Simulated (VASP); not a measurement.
TaF3: relaxation of cell and atoms with PBE

The system is TaF3.

```
CELL_PARAMETERS angstrom
4.16665 0.00000 0.00000
0.00000 4.16665 0.00000
0.00000 0.00000 4.16665
ATOMIC_POSITIONS crystal
Ta 0.00000 0.00000 0.00000
F 0.00000 0.50000 0.00000
F 0.50000 0.00000 0.00000
F 0.00000 0.00000 0.50000
```

```
Program                : VASP 6.6.1
Task                   : relaxation of cell and atoms
Functional             : PBE
Potentials or basis    : VASP PAW PBE potentials, release 64 (Ta_pv, F)
Cutoff                 : 600 eV
k mesh                 : 5 × 5 × 5
Occupations            : fermi-dirac, width 0.1 eV
Spin                   : no spin polarisation
Dipole correction      : no
Further INCAR settings : ALGO = Normal; EDIFF = 1e-07; IBRION = 2; EDIFFG = -0.01; NSW = 80; ISIF = 3
```

```json
{
 "Relaxed volume": "17.54 Å³/atom",
 "Relaxed cell": "a = 4.124 Å, b = 4.124 Å, c = 4.124 Å, α = 90.00°, β = 90.00°, γ = 90.00°",
 "Space group after relaxing (to 0.1 Å)": "Pm-3m (No. 221)",
 "Energy gained by relaxing": "5.2 meV/atom",
 "Ionic steps": "3",
 "Pressure after relaxing": "0.0 GPa",
 "Band gap on the k mesh": "zero (bands 16 and 17 overlap by 1.97 eV)"
}
```

Step by step:
| step | energy change (eV) | largest force (eV/Å) | pressure (GPa) | volume (Å³) |
| --- | --- | --- | --- | --- |
| 1 | 0.0000 | 0.0000 | -2.97 | 72.34 |
| 2 | -0.0129 | 0.0000 | 2.00 | 68.89 |
| 3 | -0.0207 | 0.0000 | 0.00 | 70.16 |

Final structure:
```xyz
4
Lattice="4.1245 0.0000 0.0000 0.0000 4.1245 0.0000 0.0000 0.0000 4.1245" Properties=species:S:1:pos:R:3 pbc="T T T"
Ta    0.0000    0.0000    0.0000
F     0.0000    2.0622    0.0000
F     2.0622    0.0000    0.0000
F     0.0000    0.0000    2.0622
```

Levels at points of the mesh, in eV from the Fermi level:
```tsv
k point	band 12	band 13	band 14	band 15	band 16	band 17	band 18	band 19	band 20
(0.00, 0.00, 0.00)	-8.08	-8.01	-8.01	-8.01	-0.88	-0.88	-0.88	-0.08	1.82
```

Run time: 45 s on 1 thread of Intel(R) Xeon(R) Platinum 8375C CPU @ 2.90GHz (Ice Lake), with other jobs on the host, peak memory 0.22 GiB.

Caveat: spin-orbit coupling is left out, which moves the levels of the heavy elements.
